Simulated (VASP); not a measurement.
## Al3Te: single point with PBE

The system is Al3Te.

```
CELL_PARAMETERS angstrom
4.36737 0.00000 0.00000
0.00000 4.36737 0.00000
0.00000 0.00000 4.36737
ATOMIC_POSITIONS crystal
Al 0.00000 0.50000 0.50000
Al 0.50000 0.00000 0.50000
Al 0.50000 0.50000 0.00000
Te 0.00000 0.00000 0.00000
```

```yaml
Program: VASP 6.6.1
Task: single point
Functional: PBE
Potentials_or_basis: VASP PAW PBE potentials, release 64 (Al, Te)
Cutoff: 520 eV
k_mesh: 4 × 4 × 4
Occupations: gaussian, width 0.1 eV
Spin: no spin polarisation
```

- Pressure: 0.1 GPa

Levels at points of the mesh, in eV from the Fermi level:
```tsv
k point	band 6	band 7	band 8	band 9	band 10	band 11
(0.00, 0.00, 0.00)	-2.33	-2.33	1.94	1.94	1.94	3.75
(0.50, 0.00, 0.00)	-1.52	-1.09	-1.09	-0.67	-0.30	3.97
(0.50, 0.50, 0.00)	-0.84	0.09	0.09	0.56	0.56	0.84
(0.50, 0.50, 0.50)	-4.64	-4.64	-3.98	5.34	5.34	5.34
```

It took 5.7 s on 1 thread of AMD EPYC 9R45 96-Core Processor (Zen 5) (shared host), peak memory 0.14 GiB.

Caveat: spin-orbit coupling is left out, which moves the levels of the heavy elements.
